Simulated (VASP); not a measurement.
A run of VASP 6.6.1:

POSCAR

```
C
1.0
    0.0000000000      1.8183469191      1.8183469191
    1.8183469191      0.0000000000      1.8183469191
    1.8183469191      1.8183469191      0.0000000000
C
2
Direct
    0.7500000000      0.7500000000      0.7500000000
    0.5000000000      0.5000000000      0.5000000000
```

The input INCAR.step1:

```
ALGO = Normal
EDIFF = 1E-4
ENCUT = 520
GGA = PE
ISMEAR = -1
LASPH = True
LCHARG = False
LREAL = False
LWAVE = True
NBANDS = 11
NELM = 60
PREC = Accurate
SIGMA = 0.05
```

INCAR.step2

```
ALGO = Normal
EDIFF = 1E-7
ENCUT = 520
ISIF = 2
ISMEAR = -1
ISTART = 1
LASPH = True
LCHARG = True
LELF = True
LMIXTAU = True
LREAL = False
LVHAR = True
LWAVE = False
METAGGA = R2SCAN
NBANDS = 11
NELM = 60
PREC = Accurate
SIGMA = 0.05
```

File KPOINTS:

```
k-points
0
Gamma
  13 13 13
```

Potentials or basis: VASP PAW PBE potentials, release 64 (C).

The run is started by

```bash
$ cat potpaw_PBE.64/C/POTCAR > POTCAR
$ cp INCAR.step1 INCAR
$ mpirun -np 1 vasp_std > vasp.out
$ cp INCAR.step2 INCAR
$ mpirun -np 1 vasp_std > vasp.out
```

Hardware: 1 thread of Intel(R) Xeon(R) Platinum 8375C CPU @ 2.90GHz (Ice Lake), on a shared host.

Problem. How long does it take, and how much memory?

Solution. Run time: 37 s on 1 thread of Intel(R) Xeon(R) Platinum 8375C CPU @ 2.90GHz (Ice Lake) (shared host), peak memory 0.12 GiB. Counts: k points 84.
